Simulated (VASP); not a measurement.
# LiF (P6_3mc) in VASP: notebook

Runs on LiF. Level: PBE. Tasks: single point.

Everything below comes from runs of VASP 6.6.1. Logs are shortened: lines on timing, memory, paths and dates and some standing lists are left out, and cuts for length are marked.

## Step 1: The cell of the first run

Symmetry: P6_3mc, No. 186, hexagonal system. The conventional cell has a = 3.173 Å, b = 3.173 Å, c = 4.506 Å, α = 90.00°, β = 90.00°, γ = 120.00°. Li (site symmetry 3m) has 4 F at 1.87 to 1.89 Å within 2.5 Å. Within 2.5 Å of F (site symmetry 3m) lie 4 Li at 1.87 to 1.89 Å.

## Step 2: Single point, PBE (epitaxial xy strain +3.0%)

INCAR reads:

```
PREC = Accurate ; ENCUT = 520
EDIFF = 1E-6 ; ISMEAR = -1
SIGMA = 0.02 ; LREAL = False
LASPH = True ; NELM = 80
ALGO = Normal ; ISIF = 2
LWAVE = False ; LCHARG = True
GGA = PE ; LELF = True
LVHAR = True ; NBANDS = 18
```

KPOINTS reads:

```
regular mesh
0
Gamma
  12 12 6
```

POSCAR reads:

```
LiF
1.0
    3.1734430103      0.0000000000      0.0000000000
   -1.5867215051      2.7482822644      0.0000000000
    0.0000000000      0.0000000000      4.5057633622
Li F
2 2
Direct
    0.3333333333      0.6666666667     -0.0218484462
    0.6666666667      0.3333333333      0.4781515538
    0.3333333333      0.6666666667      0.3968484462
    0.6666666667      0.3333333333      0.8968484462
```

Potentials or basis: VASP PAW PBE potentials, release 64 (Li_sv, F).

On the command line:

```
$ cat potpaw_PBE.64/Li_sv/POTCAR potpaw_PBE.64/F/POTCAR > POTCAR
$ mpirun -np 1 vasp_std > vasp.out
```

OUTCAR:

```text
PREC = Accurate
   ENCUT = 520
   EDIFF = 1E-6
   ISMEAR = -1
   LREAL = False
   LASPH = True
   NELM = 80
   ISIF = 2
   GGA = PE

 ion  position               nearest neighbor table
   1  0.333  0.667  0.978-   4 1.87   4 1.87   4 1.87   3 1.89
   2  0.667  0.333  0.478-   3 1.87   3 1.87   3 1.87   4 1.89
   3  0.333  0.667  0.397-   2 1.87   2 1.87   2 1.87   1 1.89
   4  0.667  0.333  0.897-   1 1.87   1 1.87   1 1.87   2 1.89

  LATTYP: Found a hexagonal cell.
 ALAT       =     3.1734430103
 C/A-ratio  =     1.4198343400

  Lattice vectors:

 A1 = (   3.1734430103,   0.0000000000,   0.0000000000)
 A2 = (  -1.5867215051,   2.7482822644,   0.0000000000)
 A3 = (   0.0000000000,   0.0000000000,   4.5057633622)

Analysis of symmetry for initial positions (statically):
=====================================================================
 Subroutine PRICEL returns:
 Original cell was already a primitive cell.

 Routine SETGRP: Setting up the symmetry group for a
 hexagonal supercell.

 Subroutine GETGRP returns: Found 12 space group operations
 (whereof  6 operations were pure point group operations)
 out of a pool of 24 trial point group operations.

The static configuration has the point symmetry C_3v.
 The point group associated with its full space group is C_6v.

Analysis of symmetry for dynamics (positions and initial velocities):
=====================================================================
 Subroutine PRICEL returns:
 Original cell was already a primitive cell.

 Routine SETGRP: Setting up the symmetry group for a
 hexagonal supercell.

 Subroutine GETGRP returns: Found 12 space group operations
 (whereof  6 operations were pure point group operations)
 out of a pool of 24 trial point group operations.

The dynamic configuration has the point symmetry C_3v.
 The point group associated with its full space group is C_6v.

 Subroutine INISYM returns: Found 12 space group operations
 (whereof  6 operations are pure point group operations),
 and found     1 'primitive' translations

----------------------------------------------------------------------------------------

                                     Primitive cell

  volume of cell :      39.2971

  direct lattice vectors                    reciprocal lattice vectors
     3.173443010  0.000000000  0.000000000     0.315115159  0.181931822  0.000000000
    -1.586721505  2.748282264  0.000000000     0.000000000  0.363863644  0.000000000
     0.000000000  0.000000000  4.505763362     0.000000000  0.000000000  0.221937976

  length of vectors
     3.173443010  3.173443010  4.505763362     0.363863644  0.363863644  0.221937976

  position of ions in fractional coordinates (direct lattice)
     0.333333333  0.666666667  0.978151554
     0.666666667  0.333333333  0.478151554
     0.333333333  0.666666667  0.396848446
     0.666666667  0.333333333  0.896848446

  ion indices of the primitive-cell ions
   primitive index   ion index
                 1           1
                 2           2
                 3           3
                 4           4

----------------------------------------------------------------------------------------

 KPOINTS: regular mesh

Automatic generation of k-mesh.
 Grid dimensions read from file:
 generate k-points for:   12   12    6

 Generating k-lattice:

  Cartesian coordinates                     Fractional coordinates (reciprocal lattice)
     0.026259597  0.015160985  0.000000000     0.083333333  0.000000000  0.000000000
     0.000000000  0.030321970  0.000000000     0.000000000  0.083333333  0.000000000
     0.000000000  0.000000000  0.036989663     0.000000000  0.000000000  0.166666667

  Length of vectors
     0.030321970  0.030321970  0.036989663

  Shift w.r.t. Gamma in fractional coordinates (k-lattice)
     0.000000000  0.000000000  0.000000000

 Subroutine IBZKPT returns following result:
 ===========================================

 Found     76 irreducible k-points:

 Following reciprocal coordinates:
            Coordinates               Weight
  0.000000  0.000000  0.000000      1.000000
  0.083333  0.000000  0.000000      6.000000
  0.166667  0.000000  0.000000      6.000000
  0.250000  0.000000  0.000000      6.000000
  0.333333  0.000000  0.000000      6.000000
  0.416667  0.000000  0.000000      6.000000
[... 16 lines left out ...]
  0.250000  0.000000  0.166667     12.000000
  0.333333  0.000000  0.166667     12.000000
 [... further k-points ...]
   k-points           NKPTS =     76   k-points in BZ     NKDIM =     76   number of bands    NBANDS=     18
   number of dos      NEDOS =    301   number of ions     NIONS =      4
   total plane-waves  NPLWV =  20736
   dimension x,y,z NGX =    24 NGY =   24 NGZ =   36
   dimension x,y,z NGXF=    48 NGYF=   48 NGZF=   72
   ions per type =               2   2
   NGX,Y,Z   is equivalent  to a cutoff of  12.57, 12.57, 13.28 a.u.
   NGXF,Y,Z  is equivalent  to a cutoff of  25.15, 25.15, 26.57 a.u.
 SYSTEM =  unknown system
   PREC   = accura    normal or accurate (medium, high low for compatibility)
   ISTART =      0    job   : 0-new  1-cont  2-samecut
   ICHARG =      2    charge: 1-file 2-atom 10-const
   ISPIN  =      1    spin polarized calculation?
   LNONCOLLINEAR =      F non collinear calculations
   LSORBIT =      F    spin-orbit coupling
   LASPH  =      T    aspherical Exc in radial PAW
   ENCUT  =  520.0 eV  38.22 Ry    6.18 a.u.   5.90  5.90  8.38*2*pi/ulx,y,z
   NELM   =     80;   NELMIN=  2; NELMDL= -5     # of ELM steps
   EDIFF  = 0.1E-05   stopping-criterion for ELM
   LREAL  =      F    real-space projection
   EDIFFG = 0.1E-04   stopping-criterion for IOM
   NSW    =      0    number of steps for IOM
   IBRION =     -1    ionic relax: 0-MD 1-quasi-New 2-CG
   NFREE  =      0    steps in history (QN), initial steepest desc. (CG)
   ISIF   =      2    stress and relaxation
   ISYM   =      2    0-nonsym 1-usesym 2-fastsym
   POTIM  = 0.5000    time-step for ionic-motion
   TEBEG  =    0.0;   TEEND  =   0.0 temperature during run
   PSTRESS=    0.0 pullay stress
   NELECT =      20.0000    total number of electrons
   NUPDOWN=      -1.0000    fix difference up-down
   EMIN   =  10.00;   EMAX   =-10.00  energy-range for DOS
   EFERMI =   0.00;   METHOD = LEGACY
   ISMEAR =    -1;   SIGMA  =   0.02  broadening in eV -4-tet -1-fermi 0-gaus
   EFERMI_NEDOS =   21; number of points for ismear=-14 and -15
   IALGO  =     38    algorithm
   IMIX   =      4    mixing-type and parameters
     AMIX     =   0.40;   BMIX     =  1.00
     AMIX_MAG =   1.60;   BMIX_MAG =  1.00
  volume/ion in A,a.u.               =       9.82        66.30
  Fermi-wavevector in a.u.,A,eV,Ry     =   1.307068  2.469999 23.244540  1.708426
  Thomas-Fermi vector in A             =   2.437827
   LORBIT       =      0    0 simple, 1 ext, 2 COOP (PROOUT), +10 PAW based schemes
   GGA     = PE    functional components
   LHFCALC =     F    Hartree Fock is set to
   AEXX    =    0.0000 exact exchange contribution
   IVDW    =     0    specifies the selected vdW correction
   LEPSILON=     F    determine dielectric tensor
   LRPA    =     F    only Hartree local field effects (RPA)
 non-spin polarized calculation
  energy-cutoff  :      520.00
  volume of cell :       39.30
 maximum number of plane-waves:      1084
 NGX is ok and might be reduce to    24
   NGX = 11   NGY = 11   NGZ = 17

 number of electron      20.0000006 magnetization

 Free energy of the ion-electron system (eV)
  ---------------------------------------------------
  ext. energy  EPLUGINS =         0.00000000
  ---------------------------------------------------
  free energy    TOTEN  =       -19.26604478 eV

  energy without entropy =      -19.26604478  energy(sigma->0) =      -19.26604478

 E-fermi :  -1.6406     XC(G=0):  -8.8894

 val. band max:       -2.1818462567   @ k =   0.0000   0.0000   0.0000
 cond. band min:       5.4556786207   @ k =   0.0000   0.0000   0.0000
 fundamental gap:      7.6375248774
 Fermi energy:        -1.6405813781

 k-point     1 :       0.0000    0.0000    0.0000
  band No.  band energies     occupation
      1     -42.8858      2.00000
      2     -42.8341      2.00000
      3     -21.8640      2.00000
      4     -21.4832      2.00000
      5      -4.6799      2.00000
      6      -3.0643      2.00000
[... 10 lines left out ...]
     17      16.6112      0.00000
     18      19.8068      0.00000

 k-point     2 :       0.0833    0.0000    0.0000
  band No.  band energies     occupation
      1     -42.8839      2.00000
      2     -42.8338      2.00000
      3     -21.8557      2.00000
      4     -21.4868      2.00000
      5      -4.6373      2.00000
      6      -3.1213      2.00000
[... 10 lines left out ...]
     17      16.7711      0.00000
     18      19.2386      0.00000

 k-point     3 :       0.1667    0.0000    0.0000
  band No.  band energies     occupation
      1     -42.8783      2.00000
      2     -42.8328      2.00000
      3     -21.8317      2.00000
      4     -21.4968      2.00000
      5      -4.5163      2.00000
      6      -3.2972      2.00000
[... 10 lines left out ...]
     17      17.1553      0.00000
     18      17.9139      0.00000

 k-point     4 :       0.2500    0.0000    0.0000
  band No.  band energies     occupation
      1     -42.8703      2.00000
      2     -42.8319      2.00000
      3     -21.7953      2.00000
      4     -21.5136      2.00000
      5      -4.3441      2.00000
      6      -3.5593      2.00000
[... 10 lines left out ...]
     17      17.4685      0.00000
     18      17.5158      0.00000

 k-point     5 :       0.3333    0.0000    0.0000
  band No.  band energies     occupation
      1     -42.8616      2.00000
      2     -42.8319      2.00000
      3     -21.7529      2.00000
      4     -21.5369      2.00000
      5      -4.2199      2.00000
      6      -3.7406      2.00000
[... 10 lines left out ...]
     17      17.4542      0.00000
     18      17.8036      0.00000

 k-point     6 :       0.4167    0.0000    0.0000
  band No.  band energies     occupation
      1     -42.8541      2.00000
      2     -42.8329      2.00000
      3     -21.7120      2.00000
      4     -21.5630      2.00000
      5      -4.2812      2.00000
      6      -3.6507      2.00000
[... 10 lines left out ...]
     17      17.2982      0.00000
     18      18.0310      0.00000

 k-point     7 :       0.5000    0.0000    0.0000
  band No.  band energies     occupation
      1     -42.8508      2.00000
      2     -42.8339      2.00000
      3     -21.6923      2.00000
      4     -21.5777      2.00000
      5      -4.3351      2.00000
      6      -3.5985      2.00000
[... 10 lines left out ...]
     17      17.2242      0.00000
     18      18.1179      0.00000

 k-point     8 :       0.0833    0.0833    0.0000
  band No.  band energies     occupation
      1     -42.8801      2.00000
      2     -42.8331      2.00000
      3     -21.8395      2.00000
      4     -21.4932      2.00000
      5      -4.5551      2.00000
      6      -3.2328      2.00000
[... 10 lines left out ...]
     17      17.0597      0.00000
     18      18.4412      0.00000
[... 229 lines left out ...]
     17      15.5581      0.00000
     18      18.6906      0.00000

 k-point    20 :       0.0000    0.0000    0.1667
  band No.  band energies     occupation
      1     -42.8824      2.00000
      2     -42.8376      2.00000
      3     -21.8415      2.00000
      4     -21.5123      2.00000
      5      -4.5206      2.00000
      6      -3.0337      2.00000
[... 10 lines left out ...]
     17      16.4270      0.00000
     18      18.4898      0.00000

 k-point    21 :       0.0833    0.0000    0.1667
  band No.  band energies     occupation
      1     -42.8805      2.00000
      2     -42.8371      2.00000
      3     -21.8338      2.00000
      4     -21.5146      2.00000
      5      -4.4859      2.00000
      6      -3.0864      2.00000
[... 10 lines left out ...]
     17      16.5949      0.00000
     18      18.3168      0.00000

 k-point    22 :       0.1667    0.0000    0.1667
  band No.  band energies     occupation
      1     -42.8752      2.00000
      2     -42.8358      2.00000
      3     -21.8119      2.00000
      4     -21.5221      2.00000
      5      -4.3904      2.00000
      6      -3.2544      2.00000
[... 10 lines left out ...]
     17      16.8900      0.00000
     18      17.7044      0.00000

 k-point    23 :       0.2500    0.0000    0.1667
  band No.  band energies     occupation
      1     -42.8678      2.00000
      2     -42.8344      2.00000
      3     -21.7791      2.00000
      4     -21.5349      2.00000
      5      -4.2694      2.00000
      6      -3.5051      2.00000
[... 10 lines left out ...]
     17      17.0943      0.00000
     18      17.5000      0.00000

 k-point    24 :       0.3333    0.0000    0.1667
  band No.  band energies     occupation
      1     -42.8596      2.00000
      2     -42.8338      2.00000
      3     -21.7403      2.00000
      4     -21.5535      2.00000
      5      -4.2221      2.00000
      6      -3.6648      2.00000
[... 10 lines left out ...]
     17      17.1389      0.00000
     18      17.7714      0.00000

 [... further k-points ...]

------------------------ aborting loop because EDIFF is reached ----------------------------------------

  FORCE on cell =-STRESS in cart. coord.  units (eV):
  Direction    XX          YY          ZZ          XY          YZ          ZX
  --------------------------------------------------------------------------------------
  -------------------------------------------------------------------------------------
  Total        0.4043279      0.4043279      0.7001216      0.0000000      0.0000000      0.0000000
  in kB       16.4848088     16.4848088     28.5445777      0.0000000      0.0000000      0.0000000
  external PRESSURE =      20.5047318 kB  Pullay stress =       0.0000000 kB

 VOLUME and BASIS-vectors are now :
 -----------------------------------------------------------------------------
  energy-cutoff  :      520.00
  volume of cell :       39.30
      direct lattice vectors                 reciprocal lattice vectors
     3.173443010  0.000000000  0.000000000     0.315115159  0.181931822  0.000000000
    -1.586721505  2.748282264  0.000000000     0.000000000  0.363863644  0.000000000
     0.000000000  0.000000000  4.505763362     0.000000000  0.000000000  0.221937976

 POSITION                                       TOTAL-FORCE (eV/Angst)
 -----------------------------------------------------------------------------------
     -0.00000      1.83219      4.40732        -0.000000      0.000000     -0.013763
      1.58672      0.91609      2.15444         0.000000     -0.000000     -0.013763
     -0.00000      1.83219      1.78811        -0.000000      0.000000      0.013763
      1.58672      0.91609      4.04099         0.000000     -0.000000      0.013763
 -----------------------------------------------------------------------------------
    total drift:                               -0.000002     -0.000003     -0.002740

  FREE ENERGIE OF THE ION-ELECTRON SYSTEM (eV)
  ---------------------------------------------------
  free  energy   TOTEN  =       -19.2660447843 eV

  energy  without entropy=      -19.2660447843  energy(sigma->0) =      -19.26604478
```

Wall time 15 s (1 thread of Intel Xeon 6975P-C (Granite Rapids), shared host); peak memory 0.17 GiB.

What came out:

| Quantity | Value |
| --- | --- |
| Free energy | -19.2660 eV |
| Largest force | 0.014 eV/Å |
| Band gap on the k mesh | 7.64 eV |

Forces in eV/Å, atoms in the order of the input:
```
Li   0.000  0.000 -0.014
Li   0.000  0.000 -0.014
F    0.000  0.000  0.014
F    0.000  0.000  0.014
```

Caveat: the cell differs from its parent crystal (epitaxial xy strain +3.0%); the cutoff is under 1.25 times the usual one of these potentials, so pressure, stress and relaxed cells hold a basis-set (Pulay) error; the structure was generated, so it needn't be the stable form of LiF.

(Part 1 of 2 ends here.)
